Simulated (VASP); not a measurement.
# C (P6_3/mmc) in VASP: notebook

The runs below take C through single point, with r2SCAN.

Program: VASP 6.6.1. These are calculated values, not measurements. Logs are shortened: lines on timing, memory, paths and dates and some standing lists are left out, and cuts for length are marked.

## (1) The cell of the first run

The structure is hexagonal, space group P6_3/mmc (No. 194). Conventional cell: a = 2.442 Å, b = 2.442 Å, c = 6.193 Å, α = 90.00°, β = 90.00°, γ = 120.00°. Within 1.9 Å of C (site symmetry -6m2) lie 3 C at 1.41 Å. Within 1.9 Å of C (site symmetry -6m2) lie 3 C at 1.41 Å.

## (2) Single point, r2SCAN

The input, POSCAR:

```
C
1.0
    2.4423673804      0.0000000000      0.0000000000
   -1.2211836902      2.1151521968      0.0000000000
    0.0000000000      0.0000000000      6.1933990662
C
4
Direct
    0.0000000000      0.0000000000      0.0025000000
    0.0000000000      0.0000000000      0.5025000000
    0.3333333333      0.6666666667      0.0025000000
    0.6666666667      0.3333333333      0.5025000000
```

The input, INCAR.step1:

```
ALGO     = Normal         # electronic algorithm
EDIFF    = 1E-4           # SCF threshold, eV
ENCUT    = 520            # plane-wave cutoff, eV
GGA      = PE             # functional
ISMEAR   = 0              # smearing method
LASPH    = True           # aspherical terms in the spheres
LCHARG   = False          # write CHGCAR
LREAL    = False          # projectors in reciprocal space
LWAVE    = True           # write WAVECAR
NBANDS   = 16             # bands
NELM     = 60             # most SCF steps
PREC     = Accurate       # precision mode
SIGMA    = 0.01           # smearing width, eV
```

The input, INCAR.step2:

```
ALGO     = Normal         # electronic algorithm
EDIFF    = 1E-6           # SCF threshold, eV
ENCUT    = 520            # plane-wave cutoff, eV
ISIF     = 2              # what is computed and relaxed
ISMEAR   = 0              # smearing method
ISTART   = 1            
LASPH    = True           # aspherical terms in the spheres
LCHARG   = True           # write CHGCAR
LELF     = True           # ELF
LMIXTAU  = True         
LREAL    = False          # projectors in reciprocal space
LVHAR    = True         
LWAVE    = False          # write WAVECAR
METAGGA  = R2SCAN         # meta-GGA
NBANDS   = 16             # bands
NELM     = 60             # most SCF steps
PREC     = Accurate       # precision mode
SIGMA    = 0.01           # smearing width, eV
```

The input, KPOINTS:

```
k-points
0
Gamma
  10 10 4
```

Potentials or basis: VASP PAW PBE potentials, release 64 (C).

Launch:

```bash
$ cat potpaw_PBE.64/C/POTCAR > POTCAR
$ cp INCAR.step1 INCAR
$ mpirun -np 1 vasp_std > vasp.out
$ cp INCAR.step2 INCAR
$ mpirun -np 1 vasp_std > vasp.out
```

OUTCAR:

```text
EDIFF = 1E-6
   ENCUT = 520
   ISIF = 2
   ISMEAR = 0
   ISTART = 1
   LASPH = True
   LREAL = False
   METAGGA = R2SCAN
   NELM = 60
   PREC = Accurate

 ion  position               nearest neighbor table
   1  0.000  0.000  0.002-   3 1.41   3 1.41   3 1.41
   2  0.000  0.000  0.502-   4 1.41   4 1.41   4 1.41
   3  0.333  0.667  0.002-   1 1.41   1 1.41   1 1.41
   4  0.667  0.333  0.502-   2 1.41   2 1.41   2 1.41

  LATTYP: Found a hexagonal cell.
 ALAT       =     2.4423673804
 C/A-ratio  =     2.5358179592

  Lattice vectors:

 A1 = (   2.4423673804,   0.0000000000,   0.0000000000)
 A2 = (  -1.2211836902,   2.1151521968,   0.0000000000)
 A3 = (   0.0000000000,   0.0000000000,   6.1933990662)

Analysis of symmetry for initial positions (statically):
=====================================================================
 Subroutine PRICEL returns:
 Original cell was already a primitive cell.

 Routine SETGRP: Setting up the symmetry group for a
 hexagonal supercell.

 Subroutine GETGRP returns: Found 24 space group operations
 (whereof  6 operations were pure point group operations)
 out of a pool of 24 trial point group operations.

The static configuration has the point symmetry C_3v.
 The point group associated with its full space group is D_6h.

Analysis of symmetry for dynamics (positions and initial velocities):
=====================================================================
 Subroutine PRICEL returns:
 Original cell was already a primitive cell.

 Routine SETGRP: Setting up the symmetry group for a
 hexagonal supercell.

 Subroutine GETGRP returns: Found 24 space group operations
 (whereof  6 operations were pure point group operations)
 out of a pool of 24 trial point group operations.

The dynamic configuration has the point symmetry C_3v.
 The point group associated with its full space group is D_6h.

 Subroutine INISYM returns: Found 24 space group operations
 (whereof  6 operations are pure point group operations),
 and found     1 'primitive' translations

----------------------------------------------------------------------------------------

                                     Primitive cell

  volume of cell :      31.9950

  direct lattice vectors                    reciprocal lattice vectors
     2.442367380  0.000000000  0.000000000     0.409438813  0.236389609  0.000000000
    -1.221183690  2.115152197  0.000000000     0.000000000  0.472779217  0.000000000
     0.000000000  0.000000000  6.193399066     0.000000000  0.000000000  0.161462226

  length of vectors
     2.442367380  2.442367380  6.193399066     0.472779217  0.472779217  0.161462226

  position of ions in fractional coordinates (direct lattice)
     0.000000000  0.000000000  0.002500000
     0.000000000  0.000000000  0.502500000
     0.333333333  0.666666667  0.002500000
     0.666666667  0.333333333  0.502500000

  ion indices of the primitive-cell ions
   primitive index   ion index
                 1           1
                 2           2
                 3           3
                 4           4

----------------------------------------------------------------------------------------

 KPOINTS: k-points

Automatic generation of k-mesh.
 Grid dimensions read from file:
 generate k-points for:   10   10    4

 Generating k-lattice:

  Cartesian coordinates                     Fractional coordinates (reciprocal lattice)
     0.040943881  0.023638961  0.000000000     0.100000000 -0.000000000  0.000000000
     0.000000000  0.047277922  0.000000000     0.000000000  0.100000000  0.000000000
     0.000000000  0.000000000  0.040365557     0.000000000  0.000000000  0.250000000

  Length of vectors
     0.047277922  0.047277922  0.040365557

  Shift w.r.t. Gamma in fractional coordinates (k-lattice)
     0.000000000  0.000000000  0.000000000

 Subroutine IBZKPT returns following result:
 ===========================================

 Found     42 irreducible k-points:

 Following reciprocal coordinates:
            Coordinates               Weight
  0.000000  0.000000  0.000000      1.000000
  0.100000  0.000000  0.000000      6.000000
  0.200000  0.000000  0.000000      6.000000
  0.300000  0.000000  0.000000      6.000000
  0.400000  0.000000  0.000000      6.000000
  0.500000  0.000000  0.000000      3.000000
[... 16 lines left out ...]
  0.300000  0.100000  0.250000     24.000000
  0.400000  0.100000  0.250000     24.000000
 [... further k-points ...]
   k-points           NKPTS =     42   k-points in BZ     NKDIM =     42   number of bands    NBANDS=     16
   number of dos      NEDOS =    301   number of ions     NIONS =      4
   total plane-waves  NPLWV =  15552
   dimension x,y,z NGX =    18 NGY =   18 NGZ =   48
   dimension x,y,z NGXF=    36 NGYF=   36 NGZF=   96
   ions per type =               4
   NGX,Y,Z   is equivalent  to a cutoff of  12.25, 12.25, 12.88 a.u.
   NGXF,Y,Z  is equivalent  to a cutoff of  24.50, 24.50, 25.77 a.u.
 SYSTEM =  unknown system
   PREC   = accura    normal or accurate (medium, high low for compatibility)
   ISTART =      1    job   : 0-new  1-cont  2-samecut
   ICHARG =      0    charge: 1-file 2-atom 10-const
   ISPIN  =      1    spin polarized calculation?
   LNONCOLLINEAR =      F non collinear calculations
   LSORBIT =      F    spin-orbit coupling
   LASPH  =      T    aspherical Exc in radial PAW
   ENCUT  =  520.0 eV  38.22 Ry    6.18 a.u.   4.54  4.54 11.52*2*pi/ulx,y,z
   NELM   =     60;   NELMIN=  2; NELMDL=  0     # of ELM steps
   EDIFF  = 0.1E-05   stopping-criterion for ELM
   LREAL  =      F    real-space projection
   EDIFFG = 0.1E-04   stopping-criterion for IOM
   NSW    =      0    number of steps for IOM
   IBRION =     -1    ionic relax: 0-MD 1-quasi-New 2-CG
   NFREE  =      0    steps in history (QN), initial steepest desc. (CG)
   ISIF   =      2    stress and relaxation
   ISYM   =      2    0-nonsym 1-usesym 2-fastsym
   POTIM  = 0.5000    time-step for ionic-motion
   TEBEG  =    0.0;   TEEND  =   0.0 temperature during run
   PSTRESS=    0.0 pullay stress
   NELECT =      16.0000    total number of electrons
   NUPDOWN=      -1.0000    fix difference up-down
   EMIN   =  10.00;   EMAX   =-10.00  energy-range for DOS
   EFERMI =   0.00;   METHOD = LEGACY
   ISMEAR =     0;   SIGMA  =   0.01  broadening in eV -4-tet -1-fermi 0-gaus
   EFERMI_NEDOS =   21; number of points for ismear=-14 and -15
   IALGO  =     38    algorithm
   IMIX   =      4    mixing-type and parameters
     AMIX     =   0.40;   BMIX     =  1.00
     AMIX_MAG =   1.60;   BMIX_MAG =  1.00
  volume/ion in A,a.u.               =       8.00        53.98
  Fermi-wavevector in a.u.,A,eV,Ry     =   1.299434  2.455574 22.973832  1.688529
  Thomas-Fermi vector in A             =   2.430698
   LORBIT       =      0    0 simple, 1 ext, 2 COOP (PROOUT), +10 PAW based schemes
   METAGGA = R2SCAN    functional components
   LHFCALC =     F    Hartree Fock is set to
   AEXX    =    0.0000 exact exchange contribution
   IVDW    =     0    specifies the selected vdW correction
   LEPSILON=     F    determine dielectric tensor
   LRPA    =     F    only Hartree local field effects (RPA)
 non-spin polarized calculation
 Gauss-broadening in eV      SIGMA  =   0.01
  energy-cutoff  :      520.00
  volume of cell :       31.99
 maximum number of plane-waves:       876
   NGX =  9   NGY =  9   NGZ = 23

 number of electron      15.9999997 magnetization

 Free energy of the ion-electron system (eV)
  ---------------------------------------------------
  ext. energy  EPLUGINS =         0.00000000
  ---------------------------------------------------
  free energy    TOTEN  =       -39.67386512 eV

  energy without entropy =      -39.67386512  energy(sigma->0) =      -39.67386512

 E-fermi :   5.2875     XC(G=0): -11.7546

 val. band max:        5.1757822084   @ k =   0.3000   0.3000   0.0000
 cond. band min:       6.1417718612   @ k =   0.3000   0.3000   0.0000
 fundamental gap:      0.9659896528
 Fermi energy:         5.2875332413

 k-point     1 :       0.0000    0.0000    0.0000
  band No.  band energies     occupation
      1     -15.6774      2.00000
      2     -15.1433      2.00000
      3      -3.9946      2.00000
      4      -1.0462      2.00000
      5       2.3560      2.00000
      6       2.3560      2.00000
[... 8 lines left out ...]
     15      18.4907      0.00000
     16      18.9989      0.00000

 k-point     2 :       0.1000    0.0000    0.0000
  band No.  band energies     occupation
      1     -15.4204      2.00000
      2     -14.8931      2.00000
      3      -3.6830      2.00000
      4      -0.7588      2.00000
      5       1.3341      2.00000
      6       1.4175      2.00000
[... 8 lines left out ...]
     15      17.6067      0.00000
     16      19.2446      0.00000

 k-point     3 :       0.2000    0.0000    0.0000
  band No.  band energies     occupation
      1     -14.6537      2.00000
      2     -14.1465      2.00000
      3      -2.7572      2.00000
      4      -1.0704      2.00000
      5      -0.9121      2.00000
      6       0.0872      2.00000
[... 8 lines left out ...]
     15      18.2780      0.00000
     16      19.7570      0.00000

 k-point     4 :       0.3000    0.0000    0.0000
  band No.  band energies     occupation
      1     -13.3911      2.00000
      2     -12.9174      2.00000
      3      -3.9346      2.00000
      4      -3.7002      2.00000
      5      -1.2527      2.00000
      6      -0.3744      2.00000
[... 8 lines left out ...]
     15      21.6811      0.00000
     16      21.7784      0.00000
[... 324 lines left out ...]
 k-point    22 :       0.2000    0.1000    0.2500
  band No.  band energies     occupation
      1     -13.8280      2.00000
      2     -13.4841      2.00000
      3      -2.4929      2.00000
      4      -2.3736      2.00000
      5      -1.5036      2.00000
      6      -0.5608      2.00000
[... 8 lines left out ...]
     15      18.8089      0.00000
     16      18.8500      0.00000

 k-point    23 :       0.3000    0.1000    0.2500
  band No.  band energies     occupation
      1     -12.3386      2.00000
      2     -12.0232      2.00000
      3      -5.2321      2.00000
      4      -5.0502      2.00000
      5      -1.5628      2.00000
      6      -1.4639      2.00000
[... 8 lines left out ...]
     15      20.7356      0.00000
     16      21.7430      0.00000

 k-point    24 :       0.4000    0.1000    0.2500
  band No.  band energies     occupation
      1     -10.4554      2.00000
      2     -10.1906      2.00000
      3      -7.8030      2.00000
      4      -7.5901      2.00000
      5      -2.0807      2.00000
      6      -1.9748      2.00000
[... 8 lines left out ...]
     15      20.5464      0.00000
     16      21.5416      0.00000

 [... further k-points ...]

------------------------ aborting loop because EDIFF is reached ----------------------------------------

  FORCE on cell =-STRESS in cart. coord.  units (eV):
  Direction    XX          YY          ZZ          XY          YZ          ZX
  --------------------------------------------------------------------------------------
  -------------------------------------------------------------------------------------
  Total        1.6441367      1.6441367      1.3793551      0.0000000     -0.0000000      0.0000000
  in kB       82.3316494     82.3316494     69.0724697      0.0000000     -0.0000000      0.0000000
  external PRESSURE =      77.9119229 kB  Pullay stress =       0.0000000 kB

 VOLUME and BASIS-vectors are now :
 -----------------------------------------------------------------------------
  energy-cutoff  :      520.00
  volume of cell :       31.99
      direct lattice vectors                 reciprocal lattice vectors
     2.442367380  0.000000000  0.000000000     0.409438813  0.236389609  0.000000000
    -1.221183690  2.115152197  0.000000000     0.000000000  0.472779217  0.000000000
     0.000000000  0.000000000  6.193399066     0.000000000  0.000000000  0.161462226

 POSITION                                       TOTAL-FORCE (eV/Angst)
 -----------------------------------------------------------------------------------
      0.00000      0.00000      0.01548         0.000000     -0.000000      0.000000
      0.00000      0.00000      3.11218        -0.000000      0.000000      0.000000
     -0.00000      1.41010      0.01548         0.000000      0.000000     -0.000000
      1.22118      0.70505      3.11218        -0.000000     -0.000000     -0.000000
 -----------------------------------------------------------------------------------
    total drift:                               -0.000000     -0.000000      0.000035

  FREE ENERGIE OF THE ION-ELECTRON SYSTEM (eV)
  ---------------------------------------------------
  free  energy   TOTEN  =       -39.6738651184 eV

  energy  without entropy=      -39.6738651184  energy(sigma->0) =      -39.67386512
```

Wall time 88 s (1 thread of AMD EPYC 7R43 (Zen 3), shared host); peak memory 0.11 GiB.

What came out:

| Quantity | Value |
| --- | --- |
| Free energy | -39.6739 eV |
| Pressure | 7.8 GPa |
| Band gap on the k mesh | 0.97 eV, direct |

Stress tensor (GPa, compression positive):
```
8.23 0.00 0.00
0.00 8.23 0.00
0.00 0.00 6.91
```

Caveat: the PAW data sets were made with another functional, which shifts forces and pressure a little.

## (3) Single point, r2SCAN

This run uses another cell than the first one, of 8.34 Å³/atom, 1.042 times its volume.

The input, POSCAR:

```
C
1.0
    2.4476736949      0.0000000000      0.0000000000
   -1.2238368474      2.1197476000      0.0000000000
    0.0000000000      0.0000000000      6.4278463034
C
4
Direct
    0.0000000000      0.0000000000      0.0025000000
    0.0000000000      0.0000000000      0.5025000000
    0.3333333333      0.6666666667      0.0025000000
    0.6666666667      0.3333333333      0.5025000000
```

The input, INCAR.step1:

```
SYSTEM = C
ALGO = Normal
EDIFF = 1E-4
ENCUT = 520
GGA = PE
ISMEAR = 0
LASPH = .True.
LCHARG = .False.
LREAL = .False.
LWAVE = .True.
NBANDS = 16
NELM = 100
PREC = Accurate
SIGMA = 0.01
```

The input, INCAR.step2:

```
SYSTEM = C
ALGO = Normal
EDIFF = 1E-6
ENCUT = 520
ISIF = 2
ISMEAR = 0
ISTART = 1
LASPH = .True.
LCHARG = .False.
LMIXTAU = .True.
LREAL = .False.
LWAVE = .False.
METAGGA = R2SCAN
NBANDS = 16
NELM = 100
PREC = Accurate
SIGMA = 0.01
```

The input, KPOINTS:

```
k-points
0
Gamma
  10 10 4
  0 0 0
```

Potentials or basis: VASP PAW PBE potentials, release 64 (C).

Launch:

```bash
$ cat potpaw_PBE.64/C/POTCAR > POTCAR
$ cp INCAR.step1 INCAR
$ mpirun -np 1 vasp_std > vasp.out
$ cp INCAR.step2 INCAR
$ mpirun -np 1 vasp_std > vasp.out
```

Run time: 1.7 min. Hardware: 1 thread of AMD EPYC 7R43 (Zen 3), shared host; peak memory 0.11 GiB.

Results (log left out):

```yaml
Free_energy: -39.7212 eV
Pressure: 4.7 GPa
Band_gap_on_the_k_mesh: 1.15 eV, direct
```

Stress tensor (GPa, compression positive):
```
5.16 0.00 0.00
0.00 5.16 0.00
0.00 0.00 3.90
```

Levels at points of the mesh, in eV from the valence-band top:
| k point | band 5 | band 6 | band 7 | band 8 | band 9 | band 10 | band 11 | band 12 |
| --- | --- | --- | --- | --- | --- | --- | --- | --- |
| (0.00, 0.00, 0.00) | -2.73 | -2.73 | -2.70 | -2.70 | 5.32 | 9.25 | 9.25 | 9.32 |
| (0.50, 0.00, 0.00) | -6.41 | -6.32 | -2.63 | -1.75 | 2.11 | 2.94 | 8.08 | 8.63 |
| (0.00, 0.00, 0.50) | -2.72 | -2.72 | -2.72 | -2.72 | 8.48 | 8.48 | 9.28 | 9.28 |
| (0.50, 0.00, 0.50) | -6.37 | -6.37 | -2.09 | -2.09 | 2.23 | 2.23 | 8.35 | 8.35 |

Caveat: the PAW data sets were made with another functional, which shifts forces and pressure a little. r2SCAN opens gaps a little over a GGA but as a rule still falls short of measured ones.

[end of part 1 of 2]
